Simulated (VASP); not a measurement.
## ScAl5: relaxation of cell and atoms with PBE

The system is ScAl5.

```
Sc Al
1.0
     2.95641    0.00000    0.00000
    -1.47820    2.56032    0.00000
     0.00000    0.00000   14.12468
Sc Al
1 5
Direct
  0.00000 0.00000 0.00000
  0.33333 0.66667 0.17423
  0.66667 0.33333 0.33615
  0.00000 0.00000 0.50000
  0.33333 0.66667 0.66385
  0.66667 0.33333 0.82577
```

| Property | Result |
| --- | --- |
| Program | VASP 6.6.1 |
| Task | relaxation of cell and atoms |
| Functional | PBE |
| Potentials or basis | VASP PAW PBE potentials, release 64 (Sc_sv, Al) |
| Cutoff | 600 eV |
| k mesh | 12 × 12 × 4 |
| Occupations | gaussian, width 0.1 eV |
| Spin | no spin polarisation |
| Dipole correction | no |
| Further INCAR settings | ALGO = Fast; EDIFF = 1e-06; IBRION = 2; EDIFFG = -0.01; NSW = 100; ISIF = 3 |

* Relaxed volume: 18.05 Å³/atom
* Relaxed cell: a = 3.031 Å, b = 3.031 Å, c = 13.617 Å, α = 90.00°, β = 90.00°, γ = 120.00°
* Space group after relaxing (to 0.1 Å): P-3m1 (No. 164)
* Energy gained by relaxing: 5.2 meV/atom
* Ionic steps: 12
* Pressure after relaxing: 0.0 GPa
* Band gap on the k mesh: zero (bands 13 and 14 overlap by 3.14 eV)

The path:
```csv
step,energy change (eV),largest force (eV/Å),pressure (GPa),volume (Å³)
1,0.0000,0.0661,0.29,106.91
2,-0.0126,0.0644,0.06,107.41
3,-0.0190,0.0679,-0.17,108.03
4,-0.0203,0.0768,-0.24,108.27
5,-0.0230,0.0956,-0.37,108.73
6,-0.0169,0.1075,-0.54,109.62
7,-0.0233,0.1007,-0.40,108.85
8,-0.0234,0.1039,-0.43,108.97
9,-0.0265,0.0823,0.35,107.91
10,-0.0265,0.0845,0.29,107.99
11,-0.0299,0.0397,0.13,108.16
12,-0.0310,0.0006,0.01,108.33
```

Final structure:
```
Sc Al
1.0
     3.03087    0.00000    0.00000
    -1.51544    2.62481    0.00000
     0.00000    0.00000   13.61655
Sc Al
1 5
Direct
  0.00000 0.00000 0.00000
  0.33333 0.66667 0.17760
  0.66667 0.33333 0.33947
  0.00000 0.00000 0.50000
  0.33333 0.66667 0.66053
  0.66667 0.33333 0.82240
```

Levels at points of the mesh, in eV from the Fermi level:
| k point | band 9 | band 10 | band 11 | band 12 | band 13 | band 14 | band 15 | band 16 | band 17 |
| --- | --- | --- | --- | --- | --- | --- | --- | --- | --- |
| (0.00, 0.00, 0.00) | -5.78 | -3.03 | -2.28 | 0.44 | 2.01 | 2.01 | 2.82 | 3.55 | 3.55 |
| (0.50, 0.00, 0.00) | -3.65 | -3.59 | -2.55 | -1.95 | -1.19 | -0.69 | 0.11 | 0.37 | 2.20 |
| (0.00, 0.00, 0.50) | -4.88 | -4.30 | -1.15 | -0.06 | 2.01 | 2.01 | 2.56 | 3.55 | 3.55 |
| (0.50, 0.00, 0.50) | -3.82 | -3.24 | -2.66 | -1.98 | -1.40 | -0.67 | 0.43 | 0.77 | 1.42 |

It took 9.4 min on 1 thread of AMD EPYC 9R45 (Zen 5) (shared host), peak memory 0.34 GiB.

Caveat: the highest band is partly filled, so the run has too few bands.
